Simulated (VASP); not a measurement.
Here is a VASP 6.6.1 calculation.

File INCAR:

```
PREC     = Accurate       # precision mode
ENCUT    = 520            # plane-wave cutoff, eV
EDIFF    = 1E-6           # SCF threshold, eV
ISMEAR   = -1             # smearing method
SIGMA    = 0.1            # smearing width, eV
LREAL    = F              # projectors in reciprocal space
LASPH    = T              # aspherical terms in the spheres
NELM     = 100            # most SCF steps
ALGO     = Normal         # electronic algorithm
ISIF     = 2              # what is computed and relaxed
LWAVE    = F              # write WAVECAR
LCHARG   = F              # write CHGCAR
GGA      = PE             # functional
NBANDS   = 35             # bands
```

The input KPOINTS:

```
regular mesh
0
Gamma
  4 4 4
```

The input POSCAR:

```
Y3GeBr
1.0
    3.7340820000      2.1558690000      3.1600000000
   -3.7340820000      2.1558690000      3.1600000000
    0.0000000000     -4.3117470000      3.1600000000
Y Br Ge
3 1 1
Direct
    0.5069300000      0.9987400000      0.5069300000
    0.5069300000      0.5069300000      0.9987400000
    0.9987400000      0.5069300000      0.5069300000
    0.0100000000      0.0100000000      0.0100000000
    0.5394300000      0.5394300000      0.5394300000
```

Potentials or basis: VASP PAW PBE potentials, release 64 (Y_sv, Br, Ge_d).

Run with:

```bash
$ cat potpaw_PBE.64/Y_sv/POTCAR potpaw_PBE.64/Br/POTCAR potpaw_PBE.64/Ge_d/POTCAR > POTCAR
$ mpirun -np 1 vasp_std > vasp.out
```

**Question.** Estimate the pressure.

**Answer.** 6.2 GPa.

**Question.** What does it give for the largest force?

**Answer.** 4.504 eV/Å.

**Question.** What does it give for the band gap on the k mesh?

**Answer.** Zero (band 27 reaches 4.26 eV, above the bottom of band 28 at 2.76 eV).

Stress tensor (GPa, compression positive):
```
7.17 0.00 0.00
0.00 7.17 0.00
0.00 0.00 4.18
```

Caveat: forces of over 1 eV/Å act on the atoms, so gaps and moduli don't describe the material at rest.
